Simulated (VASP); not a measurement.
# Ga9N8 (a cell with a defect) in VASP: a series of runs

Ga9N8 (a cell with a defect) is run at these levels: PBE; tasks: single point.

All numbers are computed with VASP 6.6.1; they aren't measurements. Logs are shortened: lines on timing, memory, paths and dates and some standing lists are left out, and cuts for length are marked.

### Step 1. The cell of the first run

The cell holds a defect, 17 atoms: a = 6.433 Å, b = 6.433 Å, c = 6.433 Å, α = 60.00°, β = 60.00°, γ = 60.00°.

### Step 2. Single point, PBE

Contents of INCAR:

```
PREC = Accurate ; ENCUT = 520
EDIFF = 1E-7 ; ISMEAR = 0
SIGMA = 0.02 ; LREAL = Auto
LASPH = T ; NELM = 100
ALGO = Normal ; ISIF = 2
LWAVE = F ; LCHARG = F
GGA = PE ; NBANDS = 92
```

Contents of KPOINTS:

```
regular mesh
0
Gamma
  3 3 3
```

Contents of POSCAR:

```
Ga9N8
1.0
    4.5484769843      0.0000000000      4.5484769843
    0.0000000000     -4.5484769843      4.5484769843
    4.5484769843     -4.5484769843      0.0000000000
Ga N
9 8
Direct
   -0.0181337622      0.5004464149      0.5420179125
   -0.0130656921      0.0022638347      0.4866081565
    0.4943825170      0.4953153567      0.4953824121
    0.5187366031      0.0206384467      0.4545164254
   -0.0217135319      0.4764015532      1.0530785396
   -0.0375774134      0.1336262670      0.9482154169
    0.5712497851      0.4730956114      0.9854205079
    0.4960321901     -0.0045703210      0.9908180289
    0.2283492922      0.7655614202      0.8158965106
    0.1276886751      0.5883892585      0.1685546618
    0.1337567502      0.1116741937      0.1311321355
    0.6142517616      0.6322395408      0.1371085315
    0.6241044002      0.1118885512      0.1054835501
    0.1265234499      0.6361432651      0.6594635986
    0.1459353323      0.1160892980      0.5847855247
    0.5990719552      0.6493100900      0.6080457282
    0.6186327885      0.1260670334      0.6157962346
```

Potentials or basis: VASP PAW PBE potentials, release 64 (Ga_d, N).

Run with:

```sh
$ cat potpaw_PBE.64/Ga_d/POTCAR potpaw_PBE.64/N/POTCAR > POTCAR
$ mpirun -np 1 vasp_std > vasp.out
```

OUTCAR:

```text
PREC = Accurate
   ENCUT = 520
   EDIFF = 1E-7
   ISMEAR = 0
   LREAL = Auto
   LASPH = T
   NELM = 100
   ISIF = 2
   GGA = PE

 ion  position               nearest neighbor table
   1  0.982  0.500  0.542-  10 1.97  16 2.04  15 2.07  14 2.09   6 2.49   7 2.75
   2  0.987  0.002  0.487-  11 1.87  17 1.93  15 1.96  14 1.96   9 2.63
   3  0.494  0.495  0.495-  12 1.89  17 1.94  16 1.96  14 1.96   9 2.70
   4  0.519  0.021  0.455-  13 1.84  17 1.94  15 1.97  16 1.97   9 2.55
   5  0.978  0.476  0.053-  12 1.93  11 1.93  10 1.98  14 2.08   9 2.46   6 2.67   7 2.87
   6  0.962  0.134  0.948-  11 1.90  13 1.93  15 2.06   7 2.36   9 2.40   1 2.49   5 2.67
   7  0.571  0.473  0.985-  12 1.90  13 1.95  16 2.06  10 2.34   6 2.36   9 2.41   1 2.75   5 2.87

   8  0.496  0.995  0.991-  13 1.89  11 1.91  12 1.91  17 1.97
   9  0.228  0.766  0.816-  10 1.88  15 1.95  16 2.02  14 2.04   6 2.40   7 2.41   5 2.46   4 2.55
                             2 2.63   3 2.70
  10  0.128  0.588  0.169-   9 1.88   1 1.97   5 1.98   7 2.34
  11  0.134  0.112  0.131-   2 1.87   6 1.90   8 1.91   5 1.93
  12  0.614  0.632  0.137-   3 1.89   7 1.90   8 1.91   5 1.93
  13  0.624  0.112  0.105-   4 1.84   8 1.89   6 1.93   7 1.95
  14  0.127  0.636  0.659-   3 1.96   2 1.96   9 2.04   5 2.08   1 2.09
  15  0.146  0.116  0.585-   9 1.95   2 1.96   4 1.97   6 2.06   1 2.07
  16  0.599  0.649  0.608-   3 1.96   4 1.97   9 2.02   1 2.04   7 2.06
  17  0.619  0.126  0.616-   2 1.93   4 1.94   3 1.94   8 1.97

  LATTYP: Found a face centered cubic cell.
 ALAT       =     9.0969539686

  Lattice vectors:

 A1 = (   4.5484769843,   0.0000000000,   4.5484769843)
 A2 = (   0.0000000000,  -4.5484769843,   4.5484769843)
 A3 = (   4.5484769843,  -4.5484769843,   0.0000000000)

Analysis of symmetry for initial positions (statically):
=====================================================================
 Subroutine PRICEL returns:
 Original cell was already a primitive cell.

 Routine SETGRP: Setting up the symmetry group for a
 face centered cubic supercell.

 Subroutine GETGRP returns: Found  1 space group operations
 (whereof  1 operations were pure point group operations)
 out of a pool of 48 trial point group operations.

The static configuration has the point symmetry C_1 .

Analysis of symmetry for dynamics (positions and initial velocities):
=====================================================================
 Subroutine PRICEL returns:
 Original cell was already a primitive cell.

 Routine SETGRP: Setting up the symmetry group for a
 face centered cubic supercell.

 Subroutine GETGRP returns: Found  1 space group operations
 (whereof  1 operations were pure point group operations)
 out of a pool of 48 trial point group operations.

The dynamic configuration has the point symmetry C_1 .

 Subroutine INISYM returns: Found  1 space group operations
 (whereof  1 operations are pure point group operations),
 and found     1 'primitive' translations

----------------------------------------------------------------------------------------

                                     Primitive cell

  volume of cell :     188.2036

  direct lattice vectors                    reciprocal lattice vectors
     4.548476984  0.000000000  4.548476984     0.109926906  0.109926906  0.109926906
     0.000000000 -4.548476984  4.548476984    -0.109926906 -0.109926906  0.109926906
     4.548476984 -4.548476984  0.000000000     0.109926906 -0.109926906 -0.109926906

  length of vectors
     6.432517839  6.432517839  6.432517839     0.190398986  0.190398986  0.190398986

  position of ions in fractional coordinates (direct lattice)
     0.981866238  0.500446415  0.542017913
     0.986934308  0.002263835  0.486608156
     0.494382517  0.495315357  0.495382412
     0.518736603  0.020638447  0.454516425
     0.978286468  0.476401553  0.053078540
     0.962422587  0.133626267  0.948215417
[... 9 lines left out ...]
     0.599071955  0.649310090  0.608045728
     0.618632789  0.126067033  0.615796235

  ion indices of the primitive-cell ions
   primitive index   ion index
                 1           1
                 2           2
                 3           3
                 4           4
                 5           5
                 6           6
[... 9 lines left out ...]
                16          16
                17          17

----------------------------------------------------------------------------------------

 KPOINTS: regular mesh

Automatic generation of k-mesh.
 Grid dimensions read from file:
 generate k-points for:    3    3    3

 Generating k-lattice:

  Cartesian coordinates                     Fractional coordinates (reciprocal lattice)
     0.036642302  0.036642302  0.036642302     0.333333333  0.000000000  0.000000000
    -0.036642302 -0.036642302  0.036642302     0.000000000  0.333333333  0.000000000
     0.036642302 -0.036642302 -0.036642302     0.000000000  0.000000000  0.333333333

  Length of vectors
     0.063466329  0.063466329  0.063466329

  Shift w.r.t. Gamma in fractional coordinates (k-lattice)
     0.000000000  0.000000000  0.000000000

 Subroutine IBZKPT returns following result:
 ===========================================

 Found     14 irreducible k-points:

 Following reciprocal coordinates:
            Coordinates               Weight
  0.000000  0.000000  0.000000      1.000000
  0.333333  0.000000  0.000000      2.000000
  0.000000  0.333333  0.000000      2.000000
  0.000000  0.000000  0.333333      2.000000
  0.333333  0.333333  0.333333      2.000000
  0.333333  0.333333  0.000000      2.000000
  0.000000  0.333333  0.333333      2.000000
  0.333333  0.000000  0.333333      2.000000
 -0.333333  0.333333  0.000000      2.000000
  0.000000 -0.333333  0.333333      2.000000
  0.333333  0.000000 -0.333333      2.000000
  0.333333  0.333333 -0.333333      2.000000
 -0.333333  0.333333 -0.333333      2.000000
  0.333333 -0.333333 -0.333333      2.000000
   k-points           NKPTS =     14   k-points in BZ     NKDIM =     14   number of bands    NBANDS=     92
   number of dos      NEDOS =    301   number of ions     NIONS =     17
   total plane-waves  NPLWV = 110592
   dimension x,y,z NGX =    48 NGY =   48 NGZ =   48
   dimension x,y,z NGXF=    96 NGYF=   96 NGZF=   96
   ions per type =               9   8
   NGX,Y,Z   is equivalent  to a cutoff of  12.41, 12.41, 12.41 a.u.
   NGXF,Y,Z  is equivalent  to a cutoff of  24.81, 24.81, 24.81 a.u.
 SYSTEM =  unknown system
   PREC   = accura    normal or accurate (medium, high low for compatibility)
   ISTART =      0    job   : 0-new  1-cont  2-samecut
   ICHARG =      2    charge: 1-file 2-atom 10-const
   ISPIN  =      1    spin polarized calculation?
   LNONCOLLINEAR =      F non collinear calculations
   LSORBIT =      F    spin-orbit coupling
   LASPH  =      T    aspherical Exc in radial PAW
   ENCUT  =  520.0 eV  38.22 Ry    6.18 a.u.  11.96 11.96 11.96*2*pi/ulx,y,z
   NELM   =    100;   NELMIN=  2; NELMDL= -5     # of ELM steps
   EDIFF  = 0.1E-06   stopping-criterion for ELM
   LREAL  =      T    real-space projection
   EDIFFG = 0.1E-05   stopping-criterion for IOM
   NSW    =      0    number of steps for IOM
   IBRION =     -1    ionic relax: 0-MD 1-quasi-New 2-CG
   NFREE  =      0    steps in history (QN), initial steepest desc. (CG)
   ISIF   =      2    stress and relaxation
   ISYM   =      2    0-nonsym 1-usesym 2-fastsym
   POTIM  = 0.5000    time-step for ionic-motion
   TEBEG  =    0.0;   TEEND  =   0.0 temperature during run
   PSTRESS=    0.0 pullay stress
   NELECT =     157.0000    total number of electrons
   NUPDOWN=      -1.0000    fix difference up-down
   EMIN   =  10.00;   EMAX   =-10.00  energy-range for DOS
   EFERMI =   0.00;   METHOD = LEGACY
   ISMEAR =     0;   SIGMA  =   0.02  broadening in eV -4-tet -1-fermi 0-gaus
   EFERMI_NEDOS =   21; number of points for ismear=-14 and -15
   IALGO  =     38    algorithm
   IMIX   =      4    mixing-type and parameters
     AMIX     =   0.40;   BMIX     =  1.00
     AMIX_MAG =   1.60;   BMIX_MAG =  1.00
  volume/ion in A,a.u.               =      11.07        74.71
  Fermi-wavevector in a.u.,A,eV,Ry     =   1.541104  2.912265 32.313873  2.375003
  Thomas-Fermi vector in A             =   2.647097
   LORBIT       =      0    0 simple, 1 ext, 2 COOP (PROOUT), +10 PAW based schemes
   GGA     = PE    functional components
   LHFCALC =     F    Hartree Fock is set to
   AEXX    =    0.0000 exact exchange contribution
   IVDW    =     0    specifies the selected vdW correction
   LEPSILON=     F    determine dielectric tensor
   LRPA    =     F    only Hartree local field effects (RPA)
 non-spin polarized calculation
 Gauss-broadening in eV      SIGMA  =   0.02
  energy-cutoff  :      520.00
  volume of cell :      188.20
 maximum number of plane-waves:      5066
   NGX = 23   NGY = 23   NGZ = 23

 number of electron     157.0000007 magnetization

 Free energy of the ion-electron system (eV)
  ---------------------------------------------------
  ext. energy  EPLUGINS =         0.00000000
  ---------------------------------------------------
  free energy    TOTEN  =       -90.26899679 eV

  energy without entropy =      -90.26743544  energy(sigma->0) =      -90.26821612

 E-fermi :   8.9339     XC(G=0): -11.9952

 val. band max:        8.8122909060   @ k =   0.0000   0.0000   0.0000
 cond. band min:       8.9358164393   @ k =   0.3333   0.0000   0.3333
 fundamental gap:      0.1235255333
 Fermi energy:         8.9338791683

 k-point     1 :       0.0000    0.0000    0.0000
  band No.  band energies     occupation
      1     -10.6423      2.00000
      2      -9.7666      2.00000
      3      -9.6854      2.00000
      4      -9.5724      2.00000
      5      -9.4732      2.00000
      6      -9.4351      2.00000
[... 82 lines left out ...]
     89      13.3963      0.00000
     90      13.8470      0.00000

 k-point     2 :       0.3333    0.0000    0.0000
  band No.  band energies     occupation
      1     -10.3768      2.00000
      2      -9.8854      2.00000
      3      -9.6603      2.00000
      4      -9.5688      2.00000
      5      -9.4970      2.00000
      6      -9.4512      2.00000
[... 1115 lines left out ...]
      6      -9.4579      2.00000
[... 82 lines left out ...]
     89      12.6403      0.00000
     90      12.9937      0.00000
 [bands above 90 left out]

------------------------ aborting loop because EDIFF is reached ----------------------------------------

  FORCE on cell =-STRESS in cart. coord.  units (eV):
  Direction    XX          YY          ZZ          XY          YZ          ZX
  --------------------------------------------------------------------------------------
  -------------------------------------------------------------------------------------
  Total       27.6422730     26.0663594     29.2209316      3.6844340     -3.5216808     -1.0945631
  in kB      235.3186423    221.9028911    248.7577613     31.3655833    -29.9800652     -9.3180145
  external PRESSURE =     235.3264315 kB  Pullay stress =       0.0000000 kB

 VOLUME and BASIS-vectors are now :
 -----------------------------------------------------------------------------
  energy-cutoff  :      520.00
  volume of cell :      188.20
      direct lattice vectors                 reciprocal lattice vectors
     4.548476984  0.000000000  4.548476984     0.109926906  0.109926906  0.109926906
     0.000000000 -4.548476984  4.548476984    -0.109926906 -0.109926906  0.109926906
     4.548476984 -4.548476984  0.000000000     0.109926906 -0.109926906 -0.109926906

 POSITION                                       TOTAL-FORCE (eV/Angst)
 -----------------------------------------------------------------------------------
      6.93135     -4.74163      6.74226        -0.038332     -0.032291      0.013654
      6.70237     -2.22362      4.49934        -0.042785      0.045622      0.019650
      4.50192     -4.50617      4.50162         0.011155     -0.022884      0.021097
      4.42682     -2.16123      2.45333         0.009917      0.031920      0.006698
      4.69114     -2.40833      6.61661         0.009978      0.049433     -0.016674
      8.69049     -4.92073      4.98535        -0.090594     -0.078290      0.138824
[... 9 lines left out ...]
      5.49055     -5.71905      5.67824         0.036696     -0.043700     -0.023849
      5.61477     -3.37435      3.38725         0.002760      0.001286     -0.006246
 -----------------------------------------------------------------------------------
    total drift:                                0.001363      0.001391     -0.003238

  FREE ENERGIE OF THE ION-ELECTRON SYSTEM (eV)
  ---------------------------------------------------
  free  energy   TOTEN  =       -90.2689967938 eV

  energy  without entropy=      -90.2674354406  energy(sigma->0) =      -90.26821612
```

It took 5.8 min on 1 thread of Intel Xeon 6975P-C (Granite Rapids), shared host; peak memory 0.39 GiB.

Results:

- Free energy: -90.2690 eV
- Pressure: 23.5 GPa
- Largest force: 0.255 eV/Å
- Band gap on the k mesh: zero (an odd number of electrons rules out a gap without spin polarisation)

Forces on the atoms (eV/Å):
```
Ga  -0.038 -0.032  0.014
Ga  -0.043  0.046  0.020
Ga   0.011 -0.023  0.021
Ga   0.010  0.032  0.007
Ga   0.010  0.049 -0.017
Ga  -0.091 -0.078  0.139
Ga  -0.037 -0.160 -0.195
Ga   0.037  0.016 -0.018
Ga  -0.087 -0.115 -0.022
N    0.153  0.139  0.042
N    0.023  0.063 -0.011
N    0.038 -0.005  0.003
N    0.074  0.051 -0.024
N   -0.019  0.005  0.010
N   -0.080  0.056  0.062
N    0.037 -0.044 -0.024
N    0.003  0.001 -0.006
```

Stress tensor (GPa, compression positive):
```
23.53  3.14 -0.93
 3.14 22.19 -3.00
-0.93 -3.00 24.88
```

Caveat: the k points lie up to 0.40 Å⁻¹ apart, too coarse for converged energies and pressures of a metal.

### Step 3. Single point, PBE

Contents of INCAR:

```
  ALGO = Normal
  EDIFF = 1E-7
  ENCUT = 520
  GGA = PE
  ISIF = 2
  ISMEAR = 0
  LASPH = T
  LCHARG = T
  LELF = T
  LREAL = Auto
  LVHAR = T
  LWAVE = F
  NBANDS = 92
  NELM = 80
  PREC = Accurate
  SIGMA = 0.02
```

Contents of KPOINTS:

```
k-points
0
Gamma
  3 3 3
```

Contents of POSCAR:

```
Ga9N8
1.0
    4.5484769843      0.0000000000      4.5484769843
    0.0000000000     -4.5484769843      4.5484769843
    4.5484769843     -4.5484769843      0.0000000000
Ga N
9 8
Direct
   -0.0014009085      0.4855297735      0.5420198912
   -0.0065085522     -0.0019734078      0.4953677919
    0.5004380604      0.4905798156      0.4866253051
    0.5188252042      0.0223763911      0.4545118085
   -0.0254081752      0.4819152669      1.0530888727
   -0.0287267585      0.0749743268      0.9853630161
    0.6317457492      0.4660775480      0.9482514729
    0.4936217129     -0.0003350572      0.9908184686
    0.2637018950      0.7320314056      0.8158979396
    0.0866076714      0.6312853753      0.1685614773
    0.1304339897      0.1178823157      0.1371034749
    0.6098663376      0.6373896164      0.1311454366
    0.6100894892      0.1277264900      0.1054823409
    0.1343118811      0.6301708264      0.6594654673
    0.1474882697      0.1027412036      0.6080057148
    0.6142481340      0.6495771024      0.5848198219
    0.6242456562      0.1222767537      0.6157955750
```

Potentials or basis: VASP PAW PBE potentials, release 64 (Ga_d, N).

Run with:

```sh
$ cat potpaw_PBE.64/Ga_d/POTCAR potpaw_PBE.64/N/POTCAR > POTCAR
$ mpirun -np 1 vasp_std > vasp.out
```

OUTCAR:

```text
EDIFF = 1E-7
   ENCUT = 520
   GGA = PE
   ISIF = 2
   ISMEAR = 0
   LASPH = T
   LREAL = Auto
   NELM = 80
   PREC = Accurate

 ion  position               nearest neighbor table
   1  0.999  0.486  0.542-  10 1.97  15 2.04  16 2.07  14 2.09   7 2.49   6 2.75
   2  0.993  0.998  0.495-  11 1.89  17 1.94  15 1.96  14 1.96   9 2.70
   3  0.500  0.491  0.487-  12 1.87  17 1.93  16 1.96  14 1.96   9 2.63
   4  0.519  0.022  0.455-  13 1.84  17 1.94  16 1.97  15 1.97   9 2.55
   5  0.975  0.482  0.053-  11 1.93  12 1.93  10 1.98  14 2.08   9 2.46   7 2.67   6 2.87
   6  0.971  0.075  0.985-  11 1.90  13 1.95  15 2.06  10 2.34   7 2.36   9 2.41   1 2.75   5 2.87

[... 1531 lines left out ...]
  Total       26.0631961     27.6397159     29.2180103      3.6838008      1.0918982      3.5180443
  in kB      221.8759620    235.2968737    248.7328924     31.3601924      9.2953287     29.9491078
  external PRESSURE =     235.3019094 kB  Pullay stress =       0.0000000 kB

 VOLUME and BASIS-vectors are now :
 -----------------------------------------------------------------------------
  energy-cutoff  :      520.00
  volume of cell :      188.20
      direct lattice vectors                 reciprocal lattice vectors
     4.548476984  0.000000000  4.548476984     0.109926906  0.109926906  0.109926906
     0.000000000 -4.548476984  4.548476984    -0.109926906 -0.109926906  0.109926906
     4.548476984 -4.548476984  0.000000000     0.109926906 -0.109926906 -0.109926906

 POSITION                                       TOTAL-FORCE (eV/Angst)
 -----------------------------------------------------------------------------------
      7.00747     -4.67379      6.75053         0.031619      0.037328      0.014196
      6.77204     -6.79267      9.05837         0.022976     -0.012017      0.020986
      4.48964     -4.44480      4.50762        -0.045053      0.043758      0.019001
      4.42720     -2.16911      2.46164        -0.028837     -0.012864      0.007888
      4.67438     -2.43345      6.62489        -0.050041     -0.009061     -0.016006
      8.89971     -4.82292      4.75883         0.160441      0.037381     -0.194527
[... 9 lines left out ...]
      5.45393     -5.61463      5.74848        -0.055882      0.080058      0.062123
      5.64030     -3.35710      3.39554        -0.001196     -0.002498     -0.005838
 -----------------------------------------------------------------------------------
    total drift:                               -0.003634     -0.005083     -0.007424

  FREE ENERGIE OF THE ION-ELECTRON SYSTEM (eV)
  ---------------------------------------------------
  free  energy   TOTEN  =       -90.2686918037 eV

  energy  without entropy=      -90.2671302290  energy(sigma->0) =      -90.26791102
```

stdout:

```text
POSCAR found type information on POSCAR GaN
 POSCAR found :  2 types and      17 ions
 scaLAPACK will be used
 LDA part: xc-table for (Slater+PW92), standard interpolation
 POSCAR, INCAR and KPOINTS ok, starting setup
 FFT: planning ... GRIDC
 FFT: planning ... GRID_SOFT
 FFT: planning ... GRID
 WAVECAR not read
 entering main loop
```

Run time: 6.6 min. Hardware: 1 thread of Intel Xeon 6975P-C (Granite Rapids), shared host; peak memory 0.4 GiB.

Results:

```yaml
Free_energy: -90.2687 eV
Pressure: 23.5 GPa
Largest_force: 0.255 eV/Å
Band_gap_on_the_k_mesh: zero (an odd number of electrons rules out a gap without spin polarisation)
```

Forces in eV/Å, atoms in the order of the input:
```
Ga   0.032  0.037  0.014
Ga   0.023 -0.012  0.021
Ga  -0.045  0.044  0.019
Ga  -0.029 -0.013  0.008
Ga  -0.050 -0.009 -0.016
Ga   0.160  0.037 -0.195
Ga   0.077  0.093  0.137
Ga  -0.016 -0.036 -0.018
Ga   0.114  0.083 -0.023
N   -0.139 -0.152  0.041
N    0.005 -0.037  0.003
N   -0.063 -0.022 -0.011
N   -0.051 -0.074 -0.023
N   -0.005  0.019  0.010
N    0.044 -0.036 -0.023
N   -0.056  0.080  0.062
N   -0.001 -0.002 -0.006
```

Levels at points of the mesh, in eV from the Fermi level:
```
           k point  band 76  band 77  band 78  band 79  band 80  band 81
(0.00, 0.00, 0.00)    -3.33    -2.83    -2.68    -1.65    -0.58    -0.31
```

Caveat: the k points lie up to 0.40 Å⁻¹ apart, too coarse for converged energies and pressures of a metal.
